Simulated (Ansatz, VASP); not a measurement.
**Sn: VASP beside Ansatz**

Contents of INCAR:

```
SYSTEM = Sn
PREC = Accurate
ENCUT = 520
EDIFF = 1E-6
ISMEAR = 0
SIGMA = 0.15
LREAL = .FALSE.
LASPH = .TRUE.
NELM = 100
ALGO = Fast
ISIF = 2
LWAVE = .FALSE.
LCHARG = .FALSE.
GGA = PS
NBANDS = 21
```

File KPOINTS:

```
Automatic mesh
0
G
  12 12 12
  0 0 0
```

The input POSCAR:

```
Sn
1.0
    0.0000000000      3.2456000000      2.9859520000
    3.2456000000      0.0000000000      2.9859520000
    3.2456000000      3.2456000000      0.0000000000
Sn
2
Direct
    0.5000000000      0.5000000000      0.5000000000
    0.7500000000      0.7500000000      0.7500000000
```

Input for Ansatz:

```yaml
crystal:
  lattice:
    - [0.0, 3.2456, 2.985952]
    - [3.2456, 0.0, 2.985952]
    - [3.2456, 3.2456, 0.0]
  atoms:
    - { symbol: Sn, position: [0.5, 0.5, 0.5] }
    - { symbol: Sn, position: [0.75, 0.75, 0.75] }
basis:
  ecutwfc: 420
kpoints:
  mp_grid: { grid: [12, 12, 12] }
hamiltonian:
  xc: pbesol
scf:
  occupations: { method: gaussian, width: 0.15 }
output:
  forces: true
  stress: true
  eigenvalues: true
```

Change from the starting cell: strain +0.000 along x and y, -0.080 along z, atoms carried along.

Alike in both runs: task single point; functional PBEsol; k mesh 12 × 12 × 12; occupations gaussian, width 0.15 eV; no spin polarisation.

|  | VASP | Ansatz |
| --- | --- | --- |
| version | VASP 6.6.1 | Ansatz 0.2.0 |
| potentials or method | VASP PAW PBE potentials, release 64 (Sn_d), cutoff 520 eV | scalar-relativistic, plane waves, PAW |
| valence electrons in the cell | 28 | 28 |

|  | VASP | Ansatz | Ansatz less VASP |
| --- | --- | --- | --- |
| gap on the k mesh at the Fermi level (eV) | none | none | - |
| pressure (GPa) | 5.5 | 5.6 | +0.09 |
| traceless stress, the component that is largest in VASP (GPa) | 1.30 | 1.30 | 0.000 |

VASP's potentials were made for PBE, not for PBEsol. A gap of «none» marks a metal or a gap that the smearing closes.
